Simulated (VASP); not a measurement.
# Zr (Im-3m) in VASP: notebook

Zr is run at these levels: PBEsol, PBEsol+D3(BJ); tasks: single point.

All numbers are computed with VASP 6.6.1; they aren't measurements. Logs are shortened: lines on timing, memory, paths and dates and some standing lists are left out, and cuts for length are marked.

## Step 1: The cell of the first run

The structure is cubic, space group Im-3m (No. 229). The conventional cell has a = 3.523 Å, b = 3.523 Å, c = 3.523 Å, α = 90.00°, β = 90.00°, γ = 90.00°. Within 4.0 Å of Zr (site symmetry m-3m) lie 14 Zr at 3.05 to 3.52 Å.

## Step 2: Single point, PBEsol

INCAR reads:

```
PREC     = Accurate       # precision mode
ENCUT    = 520            # plane-wave cutoff, eV
EDIFF    = 1E-7           # SCF threshold, eV
ISMEAR   = -1             # smearing method
SIGMA    = 0.08           # smearing width, eV
LREAL    = False          # projectors in reciprocal space
LASPH    = True           # aspherical terms in the spheres
NELM     = 80             # most SCF steps
ALGO     = Normal         # electronic algorithm
ISIF     = 2              # what is computed and relaxed
LWAVE    = False          # write WAVECAR
LCHARG   = False          # write CHGCAR
GGA      = PS             # functional
NBANDS   = 12             # bands
```

KPOINTS reads:

```
Automatic mesh
0
Gamma
  15 15 15
```

POSCAR reads:

```
Zr
1.0
   -1.7613172132      1.7613172132      1.7613172132
    1.7613172132     -1.7613172132      1.7613172132
    1.7613172132      1.7613172132     -1.7613172132
Zr
1
Direct
    0.0000000000      0.0000000000      0.0000000000
```

Potentials or basis: VASP PAW PBE potentials, release 64 (Zr_sv).

Command:

```sh
$ cat potpaw_PBE.64/Zr_sv/POTCAR > POTCAR
$ mpirun -np 1 vasp_std > vasp.out
```

OUTCAR:

```text
PREC = Accurate
   ENCUT = 520
   EDIFF = 1E-7
   ISMEAR = -1
   LREAL = False
   LASPH = True
   NELM = 80
   ISIF = 2
   GGA = PS

 ion  position               nearest neighbor table
   1  0.000  0.000  0.000-

  LATTYP: Found a body centered cubic cell.
 ALAT       =     3.5226344264

  Lattice vectors:

 A1 = (  -1.7613172132,   1.7613172132,   1.7613172132)
 A2 = (   1.7613172132,  -1.7613172132,   1.7613172132)
 A3 = (   1.7613172132,   1.7613172132,  -1.7613172132)

Analysis of symmetry for initial positions (statically):
=====================================================================
 Subroutine PRICEL returns:
 Original cell was already a primitive cell.

 Routine SETGRP: Setting up the symmetry group for a
 body centered cubic supercell.

 Subroutine GETGRP returns: Found 48 space group operations
 (whereof 48 operations were pure point group operations)
 out of a pool of 48 trial point group operations.

The static configuration has the point symmetry O_h .

Analysis of symmetry for dynamics (positions and initial velocities):
=====================================================================
 Subroutine PRICEL returns:
 Original cell was already a primitive cell.

 Routine SETGRP: Setting up the symmetry group for a
 body centered cubic supercell.

 Subroutine GETGRP returns: Found 48 space group operations
 (whereof 48 operations were pure point group operations)
 out of a pool of 48 trial point group operations.

The dynamic configuration has the point symmetry O_h .

 Subroutine INISYM returns: Found 48 space group operations
 (whereof 48 operations are pure point group operations),
 and found     1 'primitive' translations

----------------------------------------------------------------------------------------

                                     Primitive cell

  volume of cell :      21.8561

  direct lattice vectors                    reciprocal lattice vectors
    -1.761317213  1.761317213  1.761317213     0.000000000  0.283878450  0.283878450
     1.761317213 -1.761317213  1.761317213     0.283878450  0.000000000  0.283878450
     1.761317213  1.761317213 -1.761317213     0.283878450  0.283878450  0.000000000

  length of vectors
     3.050690902  3.050690902  3.050690902     0.401464754  0.401464754  0.401464754

  position of ions in fractional coordinates (direct lattice)
     0.000000000  0.000000000  0.000000000

  ion indices of the primitive-cell ions
   primitive index   ion index
                 1           1

----------------------------------------------------------------------------------------

 KPOINTS: Automatic mesh

Automatic generation of k-mesh.
 Grid dimensions read from file:
 generate k-points for:   15   15   15

 Generating k-lattice:

  Cartesian coordinates                     Fractional coordinates (reciprocal lattice)
     0.000000000  0.018925230  0.018925230     0.066666667  0.000000000  0.000000000
     0.018925230  0.000000000  0.018925230     0.000000000  0.066666667  0.000000000
     0.018925230  0.018925230  0.000000000     0.000000000  0.000000000  0.066666667

  Length of vectors
     0.026764317  0.026764317  0.026764317

  Shift w.r.t. Gamma in fractional coordinates (k-lattice)
     0.000000000  0.000000000  0.000000000

 Subroutine IBZKPT returns following result:
 ===========================================

 Found    120 irreducible k-points:

 Following reciprocal coordinates:
            Coordinates               Weight
  0.000000  0.000000  0.000000      1.000000
  0.066667  0.000000  0.000000     12.000000
  0.133333  0.000000  0.000000     12.000000
  0.200000  0.000000  0.000000     12.000000
  0.266667  0.000000  0.000000     12.000000
  0.333333  0.000000  0.000000     12.000000
[... 16 lines left out ...]
  0.333333  0.200000  0.000000     48.000000
  0.400000  0.200000  0.000000     24.000000
 [... further k-points ...]
   k-points           NKPTS =    120   k-points in BZ     NKDIM =    120   number of bands    NBANDS=     12
   number of dos      NEDOS =    301   number of ions     NIONS =      1
   total plane-waves  NPLWV =  13824
   dimension x,y,z NGX =    24 NGY =   24 NGZ =   24
   dimension x,y,z NGXF=    48 NGYF=   48 NGZF=   48
   ions per type =               1
   NGX,Y,Z   is equivalent  to a cutoff of  13.08, 13.08, 13.08 a.u.
   NGXF,Y,Z  is equivalent  to a cutoff of  26.16, 26.16, 26.16 a.u.
 SYSTEM =  unknown system
   PREC   = accura    normal or accurate (medium, high low for compatibility)
   ISTART =      0    job   : 0-new  1-cont  2-samecut
   ICHARG =      2    charge: 1-file 2-atom 10-const
   ISPIN  =      1    spin polarized calculation?
   LNONCOLLINEAR =      F non collinear calculations
   LSORBIT =      F    spin-orbit coupling
   LASPH  =      T    aspherical Exc in radial PAW
   ENCUT  =  520.0 eV  38.22 Ry    6.18 a.u.   5.67  5.67  5.67*2*pi/ulx,y,z
   NELM   =     80;   NELMIN=  2; NELMDL= -5     # of ELM steps
   EDIFF  = 0.1E-06   stopping-criterion for ELM
   LREAL  =      F    real-space projection
   EDIFFG = 0.1E-05   stopping-criterion for IOM
   NSW    =      0    number of steps for IOM
   IBRION =     -1    ionic relax: 0-MD 1-quasi-New 2-CG
   NFREE  =      0    steps in history (QN), initial steepest desc. (CG)
   ISIF   =      2    stress and relaxation
   ISYM   =      2    0-nonsym 1-usesym 2-fastsym
   POTIM  = 0.5000    time-step for ionic-motion
   TEBEG  =    0.0;   TEEND  =   0.0 temperature during run
   PSTRESS=    0.0 pullay stress
   NELECT =      12.0000    total number of electrons
   NUPDOWN=      -1.0000    fix difference up-down
   EMIN   =  10.00;   EMAX   =-10.00  energy-range for DOS
   EFERMI =   0.00;   METHOD = LEGACY
   ISMEAR =    -1;   SIGMA  =   0.08  broadening in eV -4-tet -1-fermi 0-gaus
   EFERMI_NEDOS =   21; number of points for ismear=-14 and -15
   IALGO  =     38    algorithm
   IMIX   =      4    mixing-type and parameters
     AMIX     =   0.40;   BMIX     =  1.00
     AMIX_MAG =   1.60;   BMIX_MAG =  1.00
  volume/ion in A,a.u.               =      21.86       147.49
  Fermi-wavevector in a.u.,A,eV,Ry     =   1.340533  2.533241 24.450078  1.797030
  Thomas-Fermi vector in A             =   2.468839
   LORBIT       =      0    0 simple, 1 ext, 2 COOP (PROOUT), +10 PAW based schemes
   GGA     = PS    functional components
   LHFCALC =     F    Hartree Fock is set to
   AEXX    =    0.0000 exact exchange contribution
   IVDW    =     0    specifies the selected vdW correction
   LEPSILON=     F    determine dielectric tensor
   LRPA    =     F    only Hartree local field effects (RPA)
 non-spin polarized calculation
  energy-cutoff  :      520.00
  volume of cell :       21.86
 maximum number of plane-waves:       603
   NGX = 11   NGY = 11   NGZ = 11

 number of electron      12.0000000 magnetization

 Free energy of the ion-electron system (eV)
  ---------------------------------------------------
  ext. energy  EPLUGINS =         0.00000000
  ---------------------------------------------------
  free energy    TOTEN  =        -9.03193706 eV

  energy without entropy =       -8.99427195  energy(sigma->0) =       -9.01310450

 E-fermi :   9.2806     XC(G=0): -11.4892

 val. band max:        9.2728348177   @ k =   0.2000   0.2000   0.0000
 cond. band min:       9.2840981840   @ k =   0.3333   0.2667   0.0667
 fundamental gap:      0.0112633664
 Fermi energy:         9.2806095135

 k-point     1 :       0.0000    0.0000    0.0000
  band No.  band energies     occupation
      1     -38.9790      2.00000
      2     -16.4117      2.00000
      3     -16.4117      2.00000
      4     -16.4117      2.00000
      5       3.8120      2.00000
      6      10.4369      0.00000
      7      10.4369      0.00000
      8      10.4369      0.00000
      9      13.0987      0.00000
     10      13.0987      0.00000
     11      21.8893      0.00000
     12      21.8893      0.00000

 k-point     2 :       0.0667    0.0000    0.0000
  band No.  band energies     occupation
      1     -38.9706      2.00000
      2     -16.4674      2.00000
      3     -16.4284      2.00000
      4     -16.4122      2.00000
      5       3.9755      2.00000
      6      10.3256      0.00000
      7      10.4006      0.00000
      8      10.5962      0.00000
      9      12.9214      0.00000
     10      13.0959      0.00000
     11      22.0380      0.00000
     12      22.1837      0.00000

 k-point     3 :       0.1333    0.0000    0.0000
  band No.  band energies     occupation
      1     -38.9468      2.00000
      2     -16.6226      2.00000
      3     -16.4754      2.00000
      4     -16.4135      2.00000
      5       4.4378      2.00000
      6      10.0308      0.00017
      7      10.2402      0.00001
      8      11.0663      0.00000
      9      12.6154      0.00000
     10      13.1024      0.00000
     11      22.3733      0.00000
     12      23.0245      0.00000

 k-point     4 :       0.2000    0.0000    0.0000
  band No.  band energies     occupation
      1     -38.9115      2.00000
      2     -16.8450      2.00000
      3     -16.5437      2.00000
      4     -16.4156      2.00000
      5       5.1068      2.00000
      6       9.6401      0.02210
      7       9.9279      0.00061
      8      11.8237      0.00000
      9      12.5216      0.00000
     10      13.1508      0.00000
     11      22.4897      0.00000
     12      24.0181      0.00000

 k-point     5 :       0.2667    0.0000    0.0000
  band No.  band energies     occupation
      1     -38.8706      2.00000
      2     -17.0921      2.00000
      3     -16.6211      2.00000
      4     -16.4180      2.00000
      5       5.7964      2.00000
      6       9.2407      1.24461
      7       9.6891      0.01205
      8      12.6782      0.00000
      9      12.8247      0.00000
     10      13.2680      0.00000
     11      21.9318      0.00000
     12      23.5330      0.00000
[... 228 lines left out ...]
      1     -38.8217      2.00000
      2     -17.2768      2.00000
      3     -16.7361      2.00000
      4     -16.5073      2.00000
      5       6.8227      2.00000
      6       8.8155      1.99405
      7       9.2728      1.04855
      8      12.4042      0.00000
      9      13.8058      0.00000
     10      14.6433      0.00000
     11      21.5063      0.00000
     12      23.1699      0.00000

 k-point    22 :       0.2667    0.2000    0.0000
  band No.  band energies     occupation
      1     -38.7924      2.00000
      2     -17.3786      2.00000
      3     -16.8445      2.00000
      4     -16.5236      2.00000
      5       7.2019      2.00000
      6       8.6454      1.99929
      7       9.3828      0.43589
      8      12.6568      0.00000
      9      13.8649      0.00000
     10      15.9184      0.00000
     11      20.5564      0.00000
     12      22.3255      0.00000

 k-point    23 :       0.3333    0.2000    0.0000
  band No.  band energies     occupation
      1     -38.7725      2.00000
      2     -17.4385      2.00000
      3     -16.9291      2.00000
      4     -16.5316      2.00000
      5       7.2592      2.00000
      6       8.6210      1.99948
      7       9.6731      0.01470
      8      12.8947      0.00000
      9      13.9413      0.00000
     10      17.0627      0.00000
     11      19.5669      0.00000
     12      21.4058      0.00000

 k-point    24 :       0.4000    0.2000    0.0000
  band No.  band energies     occupation
      1     -38.7654      2.00000
      2     -17.4578      2.00000
      3     -16.9611      2.00000
      4     -16.5340      2.00000
      5       7.2415      2.00000
      6       8.6193      1.99949
      7       9.8339      0.00198
      8      12.9556      0.00000
      9      14.0422      0.00000
     10      17.5956      0.00000
     11      19.0892      0.00000
     12      21.0019      0.00000

 [... further k-points ...]
[... 5 lines left out ...]
  --------------------------------------------------------------------------------------
  -------------------------------------------------------------------------------------
  Total        0.0116919      0.0116919      0.0116919      0.0000000     -0.0000000      0.0000000
  in kB        0.8570832      0.8570832      0.8570832      0.0000000     -0.0000000      0.0000000
  external PRESSURE =       0.8570832 kB  Pullay stress =       0.0000000 kB

 VOLUME and BASIS-vectors are now :
 -----------------------------------------------------------------------------
  energy-cutoff  :      520.00
  volume of cell :       21.86
      direct lattice vectors                 reciprocal lattice vectors
    -1.761317213  1.761317213  1.761317213     0.000000000  0.283878450  0.283878450
     1.761317213 -1.761317213  1.761317213     0.283878450  0.000000000  0.283878450
     1.761317213  1.761317213 -1.761317213     0.283878450  0.283878450  0.000000000

 POSITION                                       TOTAL-FORCE (eV/Angst)
 -----------------------------------------------------------------------------------
      0.00000      0.00000      0.00000        -0.000000     -0.000000      0.000000
 -----------------------------------------------------------------------------------
    total drift:                                0.000000      0.000000     -0.000000

  FREE ENERGIE OF THE ION-ELECTRON SYSTEM (eV)
  ---------------------------------------------------
  free  energy   TOTEN  =        -9.0319370581 eV

  energy  without entropy=       -8.9942719507  energy(sigma->0) =       -9.01310450
```

Wall time 24 s (1 thread of Intel Xeon 8259CL, shared host); peak memory 0.16 GiB.

What came out:

```
Free energy            : -9.0319 eV
Pressure               : 0.1 GPa
Band gap on the k mesh : zero (band 6 reaches 10.44 eV, above the bottom of band 7 at 8.71 eV)
```

Caveat: the PAW data sets were made with another functional, which shifts forces and pressure a little.

## Step 3: Single point, PBEsol+D3(BJ)

This run uses another cell than the first one, of 8.74 Å³/atom, 0.400 times its volume.

INCAR reads:

```
SYSTEM = Zr
PREC     = Accurate       ! precision mode
ENCUT    = 500            ! plane-wave cutoff, eV
EDIFF    = 1E-6           ! SCF threshold, eV
ISMEAR   = -1             ! smearing method
SIGMA    = 0.08           ! smearing width, eV
LREAL    = .False.        ! projectors in reciprocal space
LASPH    = .True.         ! aspherical terms in the spheres
NELM     = 120            ! most SCF steps
ALGO     = Normal         ! electronic algorithm
ISIF     = 2              ! what is computed and relaxed
LWAVE    = .False.        ! write WAVECAR
LCHARG   = .True.         ! write CHGCAR
GGA      = PS             ! functional
IVDW     = 12             ! dispersion correction
LELF     = .True.         ! ELF
LVHAR    = .True.       
NBANDS   = 12             ! bands
GGA_COMPAT= .False.
```

KPOINTS reads:

```
Automatic mesh
0
Gamma
  15 15 15
  0 0 0
```

POSCAR reads:

```
Zr
1.0
   -1.2977496185      1.2977496185      1.2977496185
    1.2977496185     -1.2977496185      1.2977496185
    1.2977496185      1.2977496185     -1.2977496185
Zr
1
Direct
    0.0000000000      0.0000000000      0.0000000000
```

Potentials or basis: VASP PAW PBE potentials, release 64 (Zr_sv).

Command:

```sh
$ cat potpaw_PBE.64/Zr_sv/POTCAR > POTCAR
$ mpirun -np 1 vasp_std > vasp.out
```

It took 8.4 s on 1 thread of Intel Xeon 6975P-C, shared host; peak memory 0.13 GiB.

The run converged. Its results:

| Quantity | Value |
| --- | --- |
| Free energy | -2.0115 eV |
| Pressure | 431.8 GPa |
| Band gap on the k mesh | zero (band 6 reaches 27.99 eV, above the bottom of band 7 at 22.63 eV) |
| Dispersion energy per atom | -1.546 eV |

Levels at points of the mesh, in eV from the Fermi level:
| k point | band 3 | band 4 | band 5 | band 6 | band 7 | band 8 | band 9 | band 10 |
| --- | --- | --- | --- | --- | --- | --- | --- | --- |
| (0.00, 0.00, 0.00) | -22.03 | -22.03 | -0.97 | 0.12 | 0.12 | 0.12 | 6.22 | 6.22 |

Caveat: three body term missing; the PAW data sets were made with another functional, which shifts forces and pressure a little; pairwise dispersion overbinds metals, which lowers pressure and volume.

(Part 1 of 2 ends here.)
